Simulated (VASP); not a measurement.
# KMgI3 in VASP: a series of runs

The runs below take KMgI3 through single point, with r2SCAN.

Everything below comes from runs of VASP 6.6.1. Logs are shortened: lines on timing, memory, paths and dates and some standing lists are left out, and cuts for length are marked.

## Step 1: The cell of the first run

It takes space group P4/mmm (No. 123, tetragonal). The conventional cell has a = 5.814 Å, b = 5.814 Å, c = 5.698 Å, α = 90.00°, β = 90.00°, γ = 90.00°. K (site symmetry 4/mmm) has 12 I at 4.07 to 4.11 Å and 8 Mg at 5.00 Å within 5.3 Å. Within 3.8 Å of Mg (site symmetry 4/mmm) lie 6 I at 2.85 to 2.91 Å. I (site symmetry mmm) has 2 Mg at 2.91 Å within 3.8 Å. I (site symmetry 4/mmm) has 2 Mg at 2.85 Å within 3.8 Å.

## Step 2: Single point, r2SCAN (uniaxial x strain -2.0%)

Contents of POSCAR:

```
KMgI3
1.0
    5.6975794737      0.0000000000      0.0000000000
    0.0000000000      5.8138566058      0.0000000000
    0.0000000000      0.0000000000      5.8138566058
K Mg I
1 1 3
Direct
    0.0000000000      0.0000000000      0.0000000000
    0.5000000000      0.5000000000      0.5000000000
    0.5000000000      0.5000000000      0.0000000000
    0.5000000000      0.0000000000      0.5000000000
    0.0000000000      0.5000000000      0.5000000000
```

Contents of INCAR.step1:

```
SYSTEM = KMgI3
PREC = Accurate ; ENCUT = 520
ISMEAR = 0 ; SIGMA = 0.01
LREAL = .FALSE. ; LASPH = .TRUE.
NELM = 80 ; NBANDS = 24
GGA = PE ; ALGO = Normal
EDIFF = 1E-4 ; LWAVE = .TRUE.
LCHARG = .FALSE.
```

Contents of INCAR.step2:

```
SYSTEM = KMgI3
PREC = Accurate ; ENCUT = 520
EDIFF = 1E-6 ; ISMEAR = 0
SIGMA = 0.01 ; LREAL = .FALSE.
LASPH = .TRUE. ; NELM = 80
ALGO = Normal ; ISIF = 2
LWAVE = .FALSE. ; LCHARG = .FALSE.
METAGGA = R2SCAN ; LMIXTAU = .TRUE.
NBANDS = 24 ; ISTART = 1
```

Contents of KPOINTS:

```
regular mesh
0
G
  4 4 4
  0 0 0
```

Potentials or basis: VASP PAW PBE potentials, release 64 (K_sv, Mg, I).

On the command line:

```sh
> cat potpaw_PBE.64/K_sv/POTCAR potpaw_PBE.64/Mg/POTCAR potpaw_PBE.64/I/POTCAR > POTCAR
> cp INCAR.step1 INCAR
> mpirun -np 1 vasp_std > vasp.out
> cp INCAR.step2 INCAR
> mpirun -np 1 vasp_std > vasp.out
```

OUTCAR:

```text
SYSTEM = KMgI3
   PREC = Accurate
   ENCUT = 520
   EDIFF = 1E-6
   ISMEAR = 0
   LREAL = .FALSE.
   LASPH = .TRUE.
   NELM = 80
   ISIF = 2
   METAGGA = R2SCAN
   ISTART = 1

 ion  position               nearest neighbor table
   1  0.000  0.000  0.000-
   2  0.500  0.500  0.500-   5 2.85   5 2.85   3 2.91   3 2.91   4 2.91   4 2.91
   3  0.500  0.500  0.000-   2 2.91   2 2.91
   4  0.500  0.000  0.500-   2 2.91   2 2.91
   5  0.000  0.500  0.500-   2 2.85   2 2.85

  LATTYP: Found a simple tetragonal cell.
 ALAT       =     5.8138566058
 C/A-ratio  =     0.9800000000

  Lattice vectors:

 A1 = (   0.0000000000,   5.8138566058,   0.0000000000)
 A2 = (   0.0000000000,   0.0000000000,   5.8138566058)
 A3 = (   5.6975794737,   0.0000000000,   0.0000000000)

Analysis of symmetry for initial positions (statically):
=====================================================================
 Subroutine PRICEL returns:
 Original cell was already a primitive cell.

 Routine SETGRP: Setting up the symmetry group for a
 simple tetragonal supercell.

 Subroutine GETGRP returns: Found 16 space group operations
 (whereof 16 operations were pure point group operations)
 out of a pool of 16 trial point group operations.

The static configuration has the point symmetry D_4h.

Analysis of symmetry for dynamics (positions and initial velocities):
=====================================================================
 Subroutine PRICEL returns:
 Original cell was already a primitive cell.

 Routine SETGRP: Setting up the symmetry group for a
 simple tetragonal supercell.

 Subroutine GETGRP returns: Found 16 space group operations
 (whereof 16 operations were pure point group operations)
 out of a pool of 16 trial point group operations.

The dynamic configuration has the point symmetry D_4h.

 Subroutine INISYM returns: Found 16 space group operations
 (whereof 16 operations are pure point group operations),
 and found     1 'primitive' translations

----------------------------------------------------------------------------------------

                                     Primitive cell

  volume of cell :     192.5835

  direct lattice vectors                    reciprocal lattice vectors
     5.697579474  0.000000000  0.000000000     0.175513129  0.000000000  0.000000000
     0.000000000  5.813856606  0.000000000     0.000000000  0.172002866  0.000000000
     0.000000000  0.000000000  5.813856606     0.000000000  0.000000000  0.172002866

  length of vectors
     5.697579474  5.813856606  5.813856606     0.175513129  0.172002866  0.172002866

  position of ions in fractional coordinates (direct lattice)
     0.000000000  0.000000000  0.000000000
     0.500000000  0.500000000  0.500000000
     0.500000000  0.500000000  0.000000000
     0.500000000  0.000000000  0.500000000
     0.000000000  0.500000000  0.500000000

  ion indices of the primitive-cell ions
   primitive index   ion index
                 1           1
                 2           2
                 3           3
                 4           4
                 5           5

----------------------------------------------------------------------------------------

 KPOINTS: regular mesh

Automatic generation of k-mesh.
 Grid dimensions read from file:
 generate k-points for:    4    4    4

 Generating k-lattice:

  Cartesian coordinates                     Fractional coordinates (reciprocal lattice)
     0.043878282  0.000000000  0.000000000     0.250000000  0.000000000  0.000000000
     0.000000000  0.043000717  0.000000000     0.000000000  0.250000000  0.000000000
     0.000000000  0.000000000  0.043000717     0.000000000  0.000000000  0.250000000

  Length of vectors
     0.043878282  0.043000717  0.043000717

  Shift w.r.t. Gamma in fractional coordinates (k-lattice)
     0.000000000  0.000000000  0.000000000

 Subroutine IBZKPT returns following result:
 ===========================================

 Found     18 irreducible k-points:

 Following reciprocal coordinates:
            Coordinates               Weight
  0.000000  0.000000  0.000000      1.000000
  0.250000  0.000000  0.000000      2.000000
  0.500000  0.000000  0.000000      1.000000
  0.000000  0.250000  0.000000      4.000000
  0.250000  0.250000  0.000000      8.000000
  0.500000  0.250000  0.000000      4.000000
[... 10 lines left out ...]
  0.250000  0.500000  0.500000      2.000000
  0.500000  0.500000  0.500000      1.000000
   k-points           NKPTS =     18   k-points in BZ     NKDIM =     18   number of bands    NBANDS=     24
   number of dos      NEDOS =    301   number of ions     NIONS =      5
   total plane-waves  NPLWV =  96768
   dimension x,y,z NGX =    42 NGY =   48 NGZ =   48
   dimension x,y,z NGXF=    84 NGYF=   96 NGZF=   96
   ions per type =               1   1   3
   NGX,Y,Z   is equivalent  to a cutoff of  12.25, 13.73, 13.73 a.u.
   NGXF,Y,Z  is equivalent  to a cutoff of  24.51, 27.45, 27.45 a.u.
 SYSTEM =  KMgI3
[... 66 lines left out ...]
      1     -29.6792      2.00000
      2     -12.3675      2.00000
      3     -12.3675      2.00000
      4     -12.3657      2.00000
      5     -11.0973      2.00000
      6     -10.1786      2.00000
[... 16 lines left out ...]
     23       6.9488      0.00000
     24       9.7312      0.00000

 k-point     2 :       0.2500    0.0000    0.0000
  band No.  band energies     occupation
      1     -29.6792      2.00000
      2     -12.3744      2.00000
      3     -12.3671      2.00000
      4     -12.3671      2.00000
      5     -10.9760      2.00000
      6     -10.3092      2.00000
[... 16 lines left out ...]
     23       7.6883      0.00000
     24       9.1035      0.00000

 k-point     3 :       0.5000    0.0000    0.0000
  band No.  band energies     occupation
      1     -29.6792      2.00000
      2     -12.3828      2.00000
      3     -12.3667      2.00000
      4     -12.3667      2.00000
      5     -10.7572      2.00000
      6     -10.5377      2.00000
[... 16 lines left out ...]
     23       8.7228      0.00000
     24       8.8657      0.00000

 k-point     4 :       0.0000    0.2500    0.0000
  band No.  band energies     occupation
      1     -29.6792      2.00000
      2     -12.3757      2.00000
      3     -12.3672      2.00000
      4     -12.3653      2.00000
      5     -10.9898      2.00000
      6     -10.2870      2.00000
[... 16 lines left out ...]
     23       7.6726      0.00000
     24       9.0595      0.00000

 k-point     5 :       0.2500    0.2500    0.0000
  band No.  band energies     occupation
      1     -29.6792      2.00000
      2     -12.3749      2.00000
      3     -12.3708      2.00000
      4     -12.3668      2.00000
      5     -10.8810      2.00000
      6     -10.3329      2.00000
[... 16 lines left out ...]
     23       8.3112      0.00000
     24       8.9004      0.00000

 k-point     6 :       0.5000    0.2500    0.0000
  band No.  band energies     occupation
      1     -29.6791      2.00000
      2     -12.3790      2.00000
      3     -12.3711      2.00000
      4     -12.3664      2.00000
      5     -10.6729      2.00000
      6     -10.5267      2.00000
[... 16 lines left out ...]
     23       8.3371      0.00000
     24       8.9506      0.00000
[... 217 lines left out ...]
 k-point    15 :       0.5000    0.5000    0.2500
  band No.  band energies     occupation
      1     -29.6791      2.00000
      2     -12.3729      2.00000
      3     -12.3724      2.00000
      4     -12.3682      2.00000
      5     -10.5146      2.00000
      6     -10.4618      2.00000
[... 16 lines left out ...]
     23       8.3925      0.00000
     24       9.0513      0.00000

 k-point    16 :       0.0000    0.5000    0.5000
  band No.  band energies     occupation
      1     -29.6791      2.00000
      2     -12.3764      2.00000
      3     -12.3764      2.00000
      4     -12.3643      2.00000
      5     -10.5673      2.00000
      6     -10.4416      2.00000
[... 16 lines left out ...]
     23       8.6443      0.00000
     24       9.0168      0.00000

 k-point    17 :       0.2500    0.5000    0.5000
  band No.  band energies     occupation
      1     -29.6791      2.00000
      2     -12.3734      2.00000
      3     -12.3734      2.00000
      4     -12.3669      2.00000
      5     -10.5407      2.00000
      6     -10.4402      2.00000
[... 16 lines left out ...]
     23       8.3970      0.00000
     24       9.0979      0.00000

 k-point    18 :       0.5000    0.5000    0.5000
  band No.  band energies     occupation
      1     -29.6791      2.00000
      2     -12.3703      2.00000
      3     -12.3703      2.00000
      4     -12.3695      2.00000
      5     -10.5135      2.00000
      6     -10.4387      2.00000
[... 16 lines left out ...]
     23       8.5603      0.00000
     24       9.4636      0.00000

------------------------ aborting loop because EDIFF is reached ----------------------------------------

  FORCE on cell =-STRESS in cart. coord.  units (eV):
  Direction    XX          YY          ZZ          XY          YZ          ZX
  --------------------------------------------------------------------------------------
  -------------------------------------------------------------------------------------
  Total        0.8853227      0.2558641      0.2558641      0.0000000      0.0000000      0.0000000
  in kB        7.3653457      2.1286335      2.1286335      0.0000000      0.0000000      0.0000000
  external PRESSURE =       3.8742042 kB  Pullay stress =       0.0000000 kB

 VOLUME and BASIS-vectors are now :
 -----------------------------------------------------------------------------
  energy-cutoff  :      520.00
  volume of cell :      192.58
      direct lattice vectors                 reciprocal lattice vectors
     5.697579474  0.000000000  0.000000000     0.175513129  0.000000000  0.000000000
     0.000000000  5.813856606  0.000000000     0.000000000  0.172002866  0.000000000
     0.000000000  0.000000000  5.813856606     0.000000000  0.000000000  0.172002866

 POSITION                                       TOTAL-FORCE (eV/Angst)
 -----------------------------------------------------------------------------------
      0.00000      0.00000      0.00000         0.000000      0.000000      0.000000
      2.84879      2.90693      2.90693         0.000000      0.000000      0.000000
      2.84879      2.90693      0.00000         0.000000      0.000000      0.000000
      2.84879      0.00000      2.90693         0.000000      0.000000      0.000000
      0.00000      2.90693      2.90693         0.000000      0.000000      0.000000
 -----------------------------------------------------------------------------------
    total drift:                               -0.000000     -0.000000      0.000000

  FREE ENERGIE OF THE ION-ELECTRON SYSTEM (eV)
  ---------------------------------------------------
  free  energy   TOTEN  =       -90.4113558071 eV

  energy  without entropy=      -90.4113558071  energy(sigma->0) =      -90.41135581
```

Wall time 2.7 min (1 thread of Intel Xeon 6975P-C (Granite Rapids), shared host); peak memory 0.38 GiB.

Results:

```yaml
Free_energy: -90.4114 eV
Pressure: 0.4 GPa
Band_gap_on_the_k_mesh: 1.84 eV (least direct gap 2.39 eV)
```

Stress tensor (GPa, compression positive):
```
0.74 0.00 0.00
0.00 0.21 0.00
0.00 0.00 0.21
```

Caveat: the cell differs from its parent crystal (uniaxial x strain -2.0%); the PAW data sets were made with another functional, which shifts forces and pressure a little; spin-orbit coupling is left out, which moves the levels of the heavy elements. A k mesh can miss the band edges.

## Step 3: Single point, r2SCAN (epitaxial xy strain +1.0%)

Edit POSCAR of step 2 so:

```diff
@@ -2,5 +2,5 @@
 1.0
-    5.6975794737      0.0000000000      0.0000000000
-    0.0000000000      5.8138566058      0.0000000000
-    0.0000000000      0.0000000000      5.8138566058
+    5.8719951718      0.0000000000      0.0000000000
+    0.0000000000      5.8719951718      0.0000000000
+    0.0000000000      0.0000000000      5.7736414145
 K Mg I
```

Contents of INCAR.step1:

```
SYSTEM = KMgI3
ALGO = Normal ; EDIFF = 1E-4
ENCUT = 520 ; GGA = PE
ISMEAR = 0 ; LASPH = .True.
LCHARG = .False. ; LREAL = .False.
LWAVE = .True. ; NBANDS = 24
NELM = 80 ; PREC = Accurate
SIGMA = 0.01
```

Contents of INCAR.step2:

```
SYSTEM = KMgI3
ALGO = Normal ; EDIFF = 1E-6
ENCUT = 520 ; ISIF = 2
ISMEAR = 0 ; ISTART = 1
LASPH = .True. ; LCHARG = .True.
LELF = .True. ; LMIXTAU = .True.
LREAL = .False. ; LVHAR = .True.
LWAVE = .False. ; METAGGA = R2SCAN
NBANDS = 24 ; NELM = 80
PREC = Accurate ; SIGMA = 0.01
```

Contents of KPOINTS:

```
k-points
0
Gamma
  4 4 4
  0 0 0
```

Potentials or basis: VASP PAW PBE potentials, release 64 (K_sv, Mg, I).

On the command line:

```sh
> cat potpaw_PBE.64/K_sv/POTCAR potpaw_PBE.64/Mg/POTCAR potpaw_PBE.64/I/POTCAR > POTCAR
> cp INCAR.step1 INCAR
> mpirun -np 1 vasp_std > vasp.out
> cp INCAR.step2 INCAR
> mpirun -np 1 vasp_std > vasp.out
```

It took 2.6 min on 1 thread of Intel Xeon 6975P-C (Granite Rapids), shared host; peak memory 0.41 GiB.

The run converged. Its results:

```yaml
Free_energy: -90.4144 eV
Pressure: -0.3 GPa
Band_gap_on_the_k_mesh: 1.80 eV (least direct gap 2.32 eV)
```

Stress tensor (GPa, compression positive):
```
-0.45  0.00  0.00
 0.00 -0.45  0.00
 0.00  0.00 -0.08
```

Levels at points of the mesh, in eV from the valence-band top:
| k point | band 14 | band 15 | band 16 | band 17 | band 18 | band 19 |
| --- | --- | --- | --- | --- | --- | --- |
| (0.00, 0.00, 0.00) | -0.55 | -0.52 | -0.52 | 1.80 | 3.99 | 5.50 |
| (0.50, 0.00, 0.00) | -1.09 | -0.69 | -0.65 | 3.89 | 5.34 | 5.64 |
| (0.50, 0.50, 0.00) | -1.29 | -1.08 | -0.07 | 5.54 | 5.69 | 5.69 |
| (0.00, 0.00, 0.50) | -1.11 | -0.69 | -0.69 | 4.03 | 5.43 | 5.61 |
| (0.50, 0.00, 0.50) | -1.31 | -1.08 | -0.02 | 5.64 | 5.66 | 5.79 |
| (0.50, 0.50, 0.50) | -0.04 | 0.00 | 0.00 | 4.34 | 4.94 | 4.94 |

Caveat: the cell differs from its parent crystal (epitaxial xy strain +1.0%); the PAW data sets were made with another functional, which shifts forces and pressure a little; spin-orbit coupling is left out, which moves the levels of the heavy elements. A k mesh can miss the band edges.

## Step 4: Single point, r2SCAN (shear xy strain +0.5%)

Edit POSCAR of step 3 so:

```diff
@@ -2,5 +2,5 @@
 1.0
-    5.8719951718      0.0000000000      0.0000000000
-    0.0000000000      5.8719951718      0.0000000000
-    0.0000000000      0.0000000000      5.7736414145
+    5.8138566058      0.0145346415      0.0000000000
+    0.0145346415      5.8138566058      0.0000000000
+    0.0000000000      0.0000000000      5.8138566058
 K Mg I
```

Contents of INCAR.step1:

```
SYSTEM = KMgI3
  PREC = Accurate
  ENCUT = 520
  ISMEAR = 0
  SIGMA = 0.01
  LREAL = .FALSE.
  LASPH = .TRUE.
  NELM = 100
  NBANDS = 24
  GGA = PE
  ALGO = Normal
  EDIFF = 1E-4
  LWAVE = .TRUE.
  LCHARG = .FALSE.
```

Contents of INCAR.step2:

```
SYSTEM = KMgI3
  PREC = Accurate
  ENCUT = 520
  EDIFF = 1E-6
  ISMEAR = 0
  SIGMA = 0.01
  LREAL = .FALSE.
  LASPH = .TRUE.
  NELM = 100
  ALGO = Normal
  ISIF = 2
  LWAVE = .FALSE.
  LCHARG = .FALSE.
  METAGGA = R2SCAN
  LMIXTAU = .TRUE.
  NBANDS = 24
  ISTART = 1
```

Contents of KPOINTS:

```
regular mesh
0
G
  4 4 4
  0 0 0
```

On the command line:

```sh
> cat potpaw_PBE.64/K_sv/POTCAR potpaw_PBE.64/Mg/POTCAR potpaw_PBE.64/I/POTCAR > POTCAR
> cp INCAR.step1 INCAR
> mpirun -np 1 vasp_std > vasp.out
> cp INCAR.step2 INCAR
> mpirun -np 1 vasp_std > vasp.out
```

Wall time 3.2 min (1 thread of Intel Xeon 6975P-C (Granite Rapids), shared host); peak memory 0.42 GiB.

Results (log left out):

```
Free energy            : -90.4196 eV
Pressure               : -0.1 GPa
Band gap on the k mesh : 1.83 eV (least direct gap 2.34 eV)
```

Stress tensor (GPa, compression positive):
```
-0.07 -0.06  0.00
-0.06 -0.07  0.00
 0.00  0.00 -0.07
```

Levels at points of the mesh, in eV from the valence-band top:
| k point | band 13 | band 14 | band 15 | band 16 | band 17 | band 18 | band 19 | band 20 |
| --- | --- | --- | --- | --- | --- | --- | --- | --- |
| (0.00, 0.00, 0.00) | -0.86 | -0.54 | -0.53 | -0.51 | 1.83 | 4.01 | 5.51 | 5.51 |
| (0.50, 0.00, 0.00) | -1.32 | -1.11 | -0.68 | -0.68 | 3.99 | 5.38 | 5.65 | 6.32 |
| (0.50, 0.50, 0.00) | -1.34 | -1.33 | -1.08 | -0.02 | 5.68 | 5.73 | 5.74 | 6.02 |
| (0.00, 0.00, 0.50) | -1.32 | -1.11 | -0.70 | -0.66 | 3.99 | 5.38 | 5.65 | 6.32 |
| (0.50, 0.00, 0.50) | -1.33 | -1.33 | -1.08 | -0.02 | 5.68 | 5.73 | 5.73 | 6.02 |
| (0.50, 0.50, 0.50) | -1.06 | 0.00 | 0.00 | 0.00 | 4.33 | 5.01 | 5.02 | 5.04 |

Caveat: the cell differs from its parent crystal (shear xy strain +0.5%); the PAW data sets were made with another functional, which shifts forces and pressure a little; spin-orbit coupling is left out, which moves the levels of the heavy elements.

## Step 5: Overview

```csv
cell,gap on the mesh (eV),pressure (GPa)
"a = 5.698, b = 5.814, c = 5.814 Å, 5 atoms",1.84,0.4
"a = 5.872, b = 5.872, c = 5.774 Å, 5 atoms",1.80,-0.3
"a = 5.814 Å, angles 90.0, 90.0, 89.7°, 5 atoms",1.83,-0.1
```

Alike in all rows: task single point; level r2SCAN; potentials or basis VASP PAW PBE potentials, release 64 (K_sv, Mg, I); no spin polarisation; k mesh 4 × 4 × 4; cutoff (eV) 520; smearing gaussian 0.01 eV.

Caveats: the PAW data sets were made with another functional, which shifts forces and pressure a little; spin-orbit coupling is left out, which moves the levels of the heavy elements.

Absolute energies hang on the potentials; compare differences alone.
